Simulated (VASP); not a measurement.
# SrO in VASP: further runs, part 2 of 2

VASP 6.6.1. The steps go on from the part before.

## Step 5: Single point, r2SCAN

This run uses another cell than the first one, of 17.18 Å³/atom, 0.985 times its volume.

Input file POSCAR:

```
SrO
1.0
    2.5803148065      2.5803148065      0.0000000000
   -2.5803148065      2.5803148065      0.0000000000
    0.0000000000      2.5803148065      2.5803148065
Sr O
1 1
Direct
    0.5000000000      0.5000000000      0.0000000000
    0.0000000000      0.0000000000      0.0000000000
```

Input file INCAR.step1:

```
SYSTEM = SrO
ALGO = Normal
EDIFF = 1E-4
ENCUT = 520
GGA = PE
ISMEAR = -1
LASPH = .TRUE.
LCHARG = .FALSE.
LREAL = .FALSE.
LWAVE = .TRUE.
NBANDS = 15
NELM = 100
PREC = Accurate
SIGMA = 0.1
```

Input file INCAR.step2:

```
SYSTEM = SrO
ALGO = Normal
EDIFF = 1E-6
ENCUT = 520
ISIF = 2
ISMEAR = -1
ISTART = 1
LASPH = .TRUE.
LCHARG = .TRUE.
LELF = .TRUE.
LMIXTAU = .TRUE.
LREAL = .FALSE.
LVHAR = .TRUE.
LWAVE = .FALSE.
METAGGA = R2SCAN
NBANDS = 15
NELM = 100
PREC = Accurate
SIGMA = 0.1
```

Input file KPOINTS:

```
k-points
0
G
  12 12 12
  0 0 0
```

Run with:

```sh
cat potpaw_PBE.64/Sr_sv/POTCAR potpaw_PBE.64/O/POTCAR > POTCAR
cp INCAR.step1 INCAR
mpirun -np 1 vasp_std > vasp.out
cp INCAR.step2 INCAR
mpirun -np 1 vasp_std > vasp.out
```

Run time: 2.9 min. Hardware: 1 thread of AMD EPYC 7R43 (Zen 3), shared host; peak memory 0.15 GiB.

The run converged. Its results:

* Free energy: -27.0558 eV
* Pressure: 0.5 GPa
* Band gap on the k mesh: 3.75 eV, indirect (least direct gap 3.84 eV)

Levels at points of the mesh, in eV from the valence-band top:
```
           k point  band 4  band 5  band 6  band 7  band 8  band 9  band 10  band 11  band 12  band 13
(0.00, 0.00, 0.00)  -14.55  -14.55    0.00    0.00    0.00    4.58     6.75     6.75     6.75     9.05
(0.50, 0.00, 0.00)  -14.62  -13.53   -2.10   -1.11   -1.11    7.06     8.99     9.42     9.42    12.57
(0.50, 0.50, 0.00)  -14.89  -14.89   -0.45   -0.09   -0.09    3.75     8.44    10.85    11.02    11.62
```

Caveat: the PAW data sets were made with another functional, which shifts forces and pressure a little.

## Step 6: Relaxation of cell and atoms, r2SCAN

This run uses another cell than the first one, of 16.90 Å³/atom, 0.970 times its volume.

Input file POSCAR:

```
SrO
1.0
    2.5663000000      2.5663000000      0.0000000000
   -2.5663000000      2.5663000000      0.0000000000
    0.0000000000      2.5663000000      2.5663000000
Sr O
1 1
Direct
    0.5000000000      0.5000000000      0.0000000000
    0.0000000000      0.0000000000      0.0000000000
```

Input file INCAR.step1:

```
PREC = Accurate
ENCUT = 600
ISMEAR = -1
SIGMA = 0.1
LREAL = False
LASPH = True
NELM = 100
GGA = PE
ALGO = Normal
EDIFF = 1E-4
LWAVE = True
LCHARG = False
```

Input file INCAR.step2:

```
PREC = Accurate
ENCUT = 600
EDIFF = 1E-6
ISMEAR = -1
SIGMA = 0.1
LREAL = False
LASPH = True
NELM = 100
ALGO = Normal
ISIF = 3
LWAVE = False
LCHARG = False
METAGGA = R2SCAN
LMIXTAU = True
IBRION = 2
NSW = 100
EDIFFG = -0.002
ISTART = 1
```

Input file KPOINTS:

```
regular mesh
0
Gamma
  12 12 12
```

Potentials or basis: VASP PAW PBE potentials, release 64 (Sr_sv, O).

Run with:

```sh
cat potpaw_PBE.64/Sr_sv/POTCAR potpaw_PBE.64/O/POTCAR > POTCAR
cp INCAR.step1 INCAR
mpirun -np 1 vasp_std > vasp.out
cp INCAR.step2 INCAR
mpirun -np 1 vasp_std > vasp.out
```

OUTCAR:

```text
PREC = Accurate
   ENCUT = 600
   EDIFF = 1E-6
   ISMEAR = -1
   LREAL = False
   LASPH = True
   NELM = 100
   ISIF = 3
   METAGGA = R2SCAN
   IBRION = 2
   NSW = 100
   EDIFFG = -0.002
   ISTART = 1

 ion  position               nearest neighbor table
   1  0.500  0.500  0.000-   2 2.57   2 2.57   2 2.57   2 2.57   2 2.57   2 2.57
   2  0.000  0.000  0.000-   1 2.57   1 2.57   1 2.57   1 2.57   1 2.57   1 2.57

  LATTYP: Found a face centered cubic cell.
 ALAT       =     5.1326000000

  Lattice vectors:

 A1 = (   0.0000000000,   2.5663000000,   2.5663000000)
 A2 = (   2.5663000000,   0.0000000000,   2.5663000000)
 A3 = (   2.5663000000,   2.5663000000,   0.0000000000)

Analysis of symmetry for initial positions (statically):
=====================================================================
 Subroutine PRICEL returns:
 Original cell was already a primitive cell.

 Routine SETGRP: Setting up the symmetry group for a
 face centered cubic supercell.

 Subroutine GETGRP returns: Found 48 space group operations
[... 9 lines left out ...]

 Routine SETGRP: Setting up the symmetry group for a
 face centered cubic supercell.

 Subroutine GETGRP returns: Found 48 space group operations
[... 11 lines left out ...]
                                     Primitive cell

  volume of cell :      33.8028

  direct lattice vectors                    reciprocal lattice vectors
     2.566300000  2.566300000  0.000000000     0.194833028  0.194833028 -0.194833028
    -2.566300000  2.566300000  0.000000000    -0.194833028  0.194833028 -0.194833028
     0.000000000  2.566300000  2.566300000     0.000000000  0.000000000  0.389666056

  length of vectors
     3.629296265  3.629296265  3.629296265     0.337460704  0.337460704  0.389666056

  position of ions in fractional coordinates (direct lattice)
     0.500000000  0.500000000  0.000000000
     0.000000000  0.000000000  0.000000000

  ion indices of the primitive-cell ions
   primitive index   ion index
                 1           1
                 2           2

[... 105 lines left out ...]
  volume of cell :       33.80
 maximum number of plane-waves:      1158
 NGX is ok and might be reduce to    30
   NGX = 15   NGY = 15   NGZ = 15

--------------------------------------- Ionic step        1  -------------------------------------------

 number of electron      15.9999997 magnetization

 Free energy of the ion-electron system (eV)
  ---------------------------------------------------
  ext. energy  EPLUGINS =         0.00000000
  ---------------------------------------------------
  free energy    TOTEN  =       -27.05339994 eV

  energy without entropy =      -27.05339994  energy(sigma->0) =      -27.05339994

------------------------ aborting loop because EDIFF is reached ----------------------------------------

  FORCE on cell =-STRESS in cart. coord.  units (eV):
  Direction    XX          YY          ZZ          XY          YZ          ZX
  --------------------------------------------------------------------------------------
  -------------------------------------------------------------------------------------
  Total        0.4295333      0.4295333      0.4295333      0.0000000      0.0000000      0.0000000
  in kB       20.3589409     20.3589409     20.3589409      0.0000000      0.0000000      0.0000000
  external PRESSURE =      20.3589409 kB  Pullay stress =       0.0000000 kB
[... 59 lines left out ...]
--------------------------------------- Ionic step        3  -------------------------------------------

 number of electron      15.9999998 magnetization

 Free energy of the ion-electron system (eV)
  ---------------------------------------------------
  ext. energy  EPLUGINS =         0.00000000
  ---------------------------------------------------
  free energy    TOTEN  =       -27.05775302 eV

  energy without entropy =      -27.05775302  energy(sigma->0) =      -27.05775302

 E-fermi :   3.2893     XC(G=0): -10.5081

 val. band max:        1.2711510833   @ k =   0.0000   0.0000   0.0000
 cond. band min:       5.0223594327   @ k =   0.5000   0.5000   0.0000
 fundamental gap:      3.7512083494
 Fermi energy:         3.2893269292

 k-point     1 :       0.0000    0.0000    0.0000
  band No.  band energies     occupation
      1     -32.2548      2.00000
      2     -14.7385      2.00000
      3     -13.2933      2.00000
      4     -13.2933      2.00000
      5     -13.2933      2.00000
      6       1.2711      2.00000
      7       1.2711      2.00000
      8       1.2712      2.00000
      9       5.8189      0.00000
     10       8.0152      0.00000
     11       8.0152      0.00000
     12       8.0152      0.00000
[... 331 lines left out ...]
 k-point    24 :      -0.4167    0.1667    0.0000
  band No.  band energies     occupation
      1     -32.1319      2.00000
      2     -15.7348      2.00000
      3     -13.4836      2.00000
      4     -13.4493      2.00000
      5     -12.6345      2.00000
      6      -0.2505      2.00000
      7       0.4469      2.00000
      8       0.6261      2.00000
      9       7.1515      0.00000
     10       9.0757      0.00000
     11      10.7526      0.00000
     12      10.8612      0.00000

 [... further k-points ...]
[... 5 lines left out ...]
  --------------------------------------------------------------------------------------
  -------------------------------------------------------------------------------------
  Total        0.0013779      0.0013779      0.0013779      0.0000000     -0.0000000      0.0000000
  in kB        0.0639791      0.0639791      0.0639791      0.0000000     -0.0000000      0.0000000
  external PRESSURE =       0.0639791 kB  Pullay stress =       0.0000000 kB
[... 17 lines left out ...]
  FREE ENERGIE OF THE ION-ELECTRON SYSTEM (eV)
  ---------------------------------------------------
  free  energy   TOTEN  =       -27.0577530212 eV

  energy  without entropy=      -27.0577530201  energy(sigma->0) =      -27.05775302

 reached required accuracy - stopping structural energy minimisation
```

OUTCAR.step1:

```text
PREC = Accurate
   ENCUT = 600
   ISMEAR = -1
   LREAL = False
   LASPH = True
[... 581 lines left out ...]
      0.00000      2.56630      0.00000         0.000000     -0.000000      0.000000
      0.00000      0.00000      0.00000        -0.000000      0.000000      0.000000
 -----------------------------------------------------------------------------------
    total drift:                               -0.000000      0.000000      0.000000

  FREE ENERGIE OF THE ION-ELECTRON SYSTEM (eV)
  ---------------------------------------------------
  free  energy   TOTEN  =       -12.0387298232 eV

  energy  without entropy=      -12.0387298126  energy(sigma->0) =      -12.03872982
```

Run time: 6.9 min. Hardware: 1 thread of AMD EPYC 7R43 (Zen 3), shared host; peak memory 0.17 GiB.

What came out:

- Free energy: -27.0578 eV
- Relaxed volume: 17.25 Å³/atom
- Relaxed cell: a = 3.654 Å, b = 3.654 Å, c = 3.654 Å, α = 60.00°, β = 60.00°, γ = 90.00°
- Space group after relaxing (to 0.05 Å): Fm-3m (No. 225)
- Energy gained by relaxing: 2.2 meV/atom
- Ionic steps: 3
- Pressure after relaxing: 0.0 GPa
- Band gap on the k mesh: 3.75 eV, indirect (least direct gap 3.85 eV)

Step by step:
| step | energy change (eV) | largest force (eV/Å) | pressure (GPa) | volume (Å³) |
| --- | --- | --- | --- | --- |
| 1 | 0.0000 | 0.0000 | 2.04 | 33.80 |
| 2 | -0.0033 | 0.0000 | -0.93 | 34.86 |
| 3 | -0.0044 | 0.0000 | 0.01 | 34.51 |

Final structure:
```
Sr O
1.0
     2.58396    2.58396    0.00000
    -2.58396    2.58396    0.00000
     0.00000    2.58396    2.58396
Sr O
1 1
Direct
  0.50000 0.50000 0.00000
  0.00000 0.00000 0.00000
```

Caveat: the PAW data sets were made with another functional, which shifts forces and pressure a little. Zero-point motion and thermal expansion aren't in these numbers.

## Step 7: Overview

| task | cell | k mesh | cutoff (eV) | smearing | gap on the mesh (eV) | pressure (GPa) |
| --- | --- | --- | --- | --- | --- | --- |
| single point | a = 3.686, b = 3.686, c = 3.658 Å, angles 59.7, 59.7, 90.0°, 2 atoms | 8 × 8 × 8 | 520 | gaussian 0.01 eV | 3.68 | -0.8 |
| single point | a = 3.722, b = 3.722, c = 3.667 Å, angles 59.5, 59.5, 90.0°, 2 atoms | 8 × 8 × 8 | 520 | gaussian 0.01 eV | 3.62 | -2.0 |
| single point | a = 3.722, b = 3.722, c = 3.664 Å, angles 59.5, 59.5, 90.0°, 2 atoms | 8 × 8 × 8 | 520 | gaussian 0.01 eV | 3.61 | -1.8 |
| single point | a = 3.649 Å, angles 60.0, 60.0, 90.0°, 2 atoms | 12 × 12 × 12 | 520 | fermi-dirac 0.1 eV | 3.75 | 0.5 |
| relaxation of cell and atoms | relaxed from a = 3.629 Å, angles 60.0, 60.0, 90.0°, 2 atoms | 12 × 12 × 12 | 600 | fermi-dirac 0.1 eV | 3.75 | 0.0 |

Alike in all rows: level r2SCAN; potentials or basis VASP PAW PBE potentials, release 64 (Sr_sv, O); no spin polarisation.

Caveats: the PAW data sets were made with another functional, which shifts forces and pressure a little.

Absolute energies hang on the potentials; compare differences alone.
